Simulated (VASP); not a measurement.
## WS2: single point with PBE

The system is WS2.

```
W S
1.0
     3.94645    0.00000    0.00000
     0.00000    3.94645    0.00000
     0.00000    0.00000    6.30237
W S
2 4
Direct
  0.00000 0.50000 0.77545
  0.50000 0.00000 0.22455
  0.00000 0.00000 0.00000
  0.50000 0.50000 0.00000
  0.00000 0.50000 0.38530
  0.50000 0.00000 0.61470
```

```
Program             : VASP 6.6.1
Task                : single point
Functional          : PBE
Potentials or basis : VASP PAW PBE potentials, release 64 (W_sv, S)
Cutoff              : 520 eV
k mesh              : 4 × 4 × 4
Occupations         : gaussian, width 0.1 eV
Spin                : no spin polarisation
```

The pressure is 0.1 GPa and the largest force is 0.034 eV/Å. The band gap on the k mesh is zero (band 26 reaches 9.31 eV, above the bottom of band 27 at 8.54 eV).

Forces on the atoms (eV/Å):
```
W    0.000  0.000 -0.034
W    0.000  0.000  0.034
S    0.000  0.000  0.000
S    0.000  0.000  0.000
S    0.000  0.000  0.000
S    0.000  0.000  0.000
```

Levels at points of the mesh, in eV from the Fermi level:
```csv
k point,band 24,band 25,band 26,band 27,band 28,band 29
"(0.00, 0.00, 0.00)",-1.51,-1.50,-0.41,-0.37,-0.24,-0.15
"(0.50, 0.00, 0.00)",-2.86,-0.32,-0.32,0.41,0.41,1.15
"(0.50, 0.50, 0.00)",-2.23,-0.53,-0.53,0.92,0.92,1.57
"(0.00, 0.00, 0.50)",-1.48,-1.37,-0.78,-0.61,0.26,1.29
"(0.50, 0.00, 0.50)",-2.79,-0.43,-0.43,0.02,0.02,1.73
"(0.50, 0.50, 0.50)",-2.37,-0.16,-0.16,0.34,0.34,1.21
```

It took 55 s on 1 thread of Intel Xeon 6975P-C (shared host), peak memory 0.22 GiB.

Caveat: the k points lie up to 0.40 Å⁻¹ apart; spin-orbit coupling is left out, which moves the levels of the heavy elements.
